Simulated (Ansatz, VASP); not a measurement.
# Two plane-wave programs on C

```xyz
2
Lattice="2.4577 0.0000 0.0000 -1.2288 2.1284 0.0000 0.0000 0.0000 3.5295" Properties=species:S:1:pos:R:3 pbc="T T T"
C    -0.0400    1.4189   -0.0627
C     1.2688    0.7095    0.0627
```

Change from the starting cell: mode 4 frozen in at -0.063 Å and mode 5 at -0.040 Å (largest displacements).

Alike in both runs: task single point; functional PBEsol; dispersion D3(BJ); k mesh 21 × 21 × 12; occupations gaussian, width 0.15 eV; no spin polarisation.

|  | VASP | Ansatz |
| --- | --- | --- |
| version | VASP 6.6.1 | Ansatz 0.2.0 |
| potentials or method | VASP PAW PBE potentials, release 64 (C), cutoff 520 eV | scalar-relativistic, plane waves, PAW |
| valence electrons in the cell | 8 | 8 |

```csv
,VASP,Ansatz,Ansatz less VASP
gap on the k mesh at the Fermi level (eV),none,none,-
pressure (GPa),2.5,1.8,-0.66
"traceless stress, the component that is largest in VASP (GPa)",8.36,8.17,-0.190
rms of the force components (eV/Å),2.739,2.735,-0.0041
```

VASP's potentials were made for PBE, not for PBEsol, and Ansatz warns of the same on its side. Atom by atom the forces differ by 0.010 eV/Å (rms over components). A gap of «none» marks a metal or a gap that the smearing closes.
